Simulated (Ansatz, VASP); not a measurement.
## PbS: VASP beside Ansatz

File INCAR:

```
SYSTEM = PbS
PREC     = Accurate       ! precision mode
ENCUT    = 520            ! plane-wave cutoff, eV
EDIFF    = 1E-6           ! SCF threshold, eV
ISMEAR   = -1             ! smearing method
SIGMA    = 0.06           ! smearing width, eV
LREAL    = .FALSE.        ! projectors in reciprocal space
LASPH    = .TRUE.         ! aspherical terms in the spheres
NELM     = 80             ! most SCF steps
ALGO     = Normal         ! electronic algorithm
ISIF     = 2              ! what is computed and relaxed
LWAVE    = .FALSE.        ! write WAVECAR
LCHARG   = .TRUE.         ! write CHGCAR
GGA      = PE             ! functional
LELF     = .TRUE.         ! ELF
LVHAR    = .TRUE.       
NBANDS   = 17             ! bands
```

The input KPOINTS:

```
Automatic mesh
0
G
  8 8 8
  0 0 0
```

POSCAR

```
PbS
1.0
    0.0000000000      2.9147360000      2.9147360000
    2.9147360000      0.0000000000      2.9147360000
    2.9147360000      2.9147360000      0.0000000000
Pb S
1 1
Direct
    0.0000000000      0.0000000000      0.0000000000
    0.5000000000      0.5000000000      0.5000000000
```

Input for Ansatz:

```yaml
crystal:
  atoms:
  - position: [0.0, 0.0, 0.0]
    symbol: Pb
  - position: [0.5, 0.5, 0.5]
    symbol: S
  lattice:
  - [0.0, 2.914736, 2.914736]
  - [2.914736, 0.0, 2.914736]
  - [2.914736, 2.914736, 0.0]
hamiltonian:
  dispersion: none
  pseudopotentials:
    dirac_shells:
      Pb: [2p, 3d, 3p, 4d, 4p]
    kind: all_electron
    lapw: {basis_error: 0.025 meV}
    relativity: scalar
  xc: pbe
kpoints:
  mp_grid:
    grid: [8, 8, 8]
    shift: [0, 0, 0]
magnetization: {spin_polarized: false}
output: {forces: true, stress: true}
scf:
  convergence: {dr2_threshold: 1e-10 eV}
  lower_state_search: 'off'
  max_iter: 200
  occupations: {method: fermi_dirac, width: 0.06}
```

Alike in both runs: task single point; functional PBE; k mesh 8 × 8 × 8; occupations fermi-dirac, width 0.06 eV; no spin polarisation.

|  | VASP | Ansatz |
| --- | --- | --- |
| version | VASP 6.6.1 | Ansatz 0.2 development build |
| potentials or method | VASP PAW PBE potentials, release 64 (Pb_d, S), cutoff 520 eV | all-electron full-potential LAPW, scalar-relativistic |

```tsv
	VASP	Ansatz	Ansatz less VASP
pressure (GPa)	5.7	5.8	+0.13
```

Ansatz ran all-electron here, and VASP with PAW potentials.

Spin-orbit coupling is off throughout.
